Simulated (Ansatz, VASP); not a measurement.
**One calculation of Se, two programs**

INCAR

```
ALGO = Normal ; EDIFF = 1E-6
EDIFFG = -0.01 ; ENCUT = 600
GGA = PS ; IBRION = 2
ISIF = 3 ; ISMEAR = 0
LASPH = True ; LCHARG = False
LREAL = False ; LWAVE = False
NELM = 100 ; NSW = 100
PREC = Accurate ; SIGMA = 0.1
```

KPOINTS

```
k-points
0
Gamma
  12 12 12
```

Contents of POSCAR:

```
Se
1.0
    0.0000000000      3.1118728895      3.1118728895
    3.1118728895      0.0000000000      3.1118728895
    3.1118728895      3.1118728895      0.0000000000
Se
2
Direct
    0.5000000000      0.5000000000      0.5000000000
    0.7500000000      0.7500000000      0.7500000000
```

Input for Ansatz:

```yaml
crystal:
  lattice:
    - [0.0, 3.1118728895, 3.1118728895]
    - [3.1118728895, 0.0, 3.1118728895]
    - [3.1118728895, 3.1118728895, 0.0]
  atoms:
    - { symbol: Se, position: [0.5, 0.5, 0.5] }
    - { symbol: Se, position: [0.75, 0.75, 0.75] }
basis:
  ecutwfc: 420
kpoints:
  mp_grid: { grid: [12, 12, 12] }
hamiltonian:
  xc: pbesol
scf:
  occupations: { method: gaussian, width: 0.1 }
output:
  forces: true
  stress: true
  eigenvalues: true
relax:
  adjacent_minimum: "off"
  f_tol: 0.01
  max_steps: 80
  cell: { stress_tol: 0.05 }
```

Alike in both runs: task relaxation of cell and atoms; functional PBEsol; k mesh 12 × 12 × 12; occupations gaussian, width 0.1 eV; no spin polarisation.

|  | VASP | Ansatz |
| --- | --- | --- |
| version | VASP 6.6.1 | Ansatz 0.2.0 |
| potentials or method | VASP PAW PBE potentials, release 64 (Se), cutoff 600 eV | scalar-relativistic, plane waves, PAW |
| valence electrons in the cell | 12 | 32 |

```tsv
	VASP	Ansatz	Ansatz less VASP
gap on the k mesh at the Fermi level, each at its own relaxed structure (eV)	none	none	-
relaxed volume (Å³/atom)	30.13	30.13	0.000
relaxed length of the cell vector where the two differ most in proportion (Å)	4.401	4.401	0.0000
```

VASP's potentials were made for PBE, not for PBEsol. A gap of «none» marks a metal or a gap that the smearing closes. VASP's potentials hold 12 valence electrons a cell and Ansatz's 32, so a difference there can come from the potentials and not from the codes.

Noted on VASP's run: the relaxation stopped at its first step, so nothing moved.
